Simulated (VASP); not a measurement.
Set up this calculation in VASP 6.6.1, as the native input.

| Property | Result |
| --- | --- |
| Task | single point |
| Functional | PBE |
| Potentials or basis | VASP PAW PBE potentials, release 64 (Na_pv) |
| Cutoff | 520 eV |
| k mesh | 18 × 18 × 18 |
| Occupations | gaussian, width 0.15 eV |
| Spin | no spin polarisation |
| Dipole correction | no |
| Further INCAR settings | ALGO = Fast; EDIFF = 1e-06; NBANDS = 10 |

The structure of Na lies in POSCAR:

```
Na
1.0
   -2.2353752790      2.2353752790      1.9000689872
    2.2353752790     -2.2353752790      1.9000689872
    2.2353752790      2.2353752790     -1.9000689872
Na
1
Direct
    0.0000000000      0.0000000000      0.0000000000
```

This cell differs from its parent crystal: ratio of the length along z to the lengths across it x 0.85, volume and fractional coordinates fixed.

These files were run (other wordings do the same):

INCAR

```
ALGO = Fast
EDIFF = 1E-6
ENCUT = 520
GGA = PE
ISIF = 2
ISMEAR = 0
LASPH = T
LCHARG = T
LELF = T
LREAL = F
LVHAR = T
LWAVE = F
NBANDS = 10
NELM = 100
PREC = Accurate
SIGMA = 0.15
```

KPOINTS

```
k-points
0
Gamma
  18 18 18
```

Potentials or basis: VASP PAW PBE potentials, release 64 (Na_pv).

Run with:

```console
$ cat potpaw_PBE.64/Na_pv/POTCAR > POTCAR
$ mpirun -np 1 vasp_std > vasp.out
```

Results of the run:

```
Pressure               : -0.3 GPa
Band gap on the k mesh : zero (an odd number of electrons rules out a gap without spin polarisation)
```

It took 94 s on 1 thread of Intel(R) Xeon(R) Platinum 8259CL CPU @ 2.50GHz (Skylake/Cascade Lake) (shared host), peak memory 0.26 GiB.
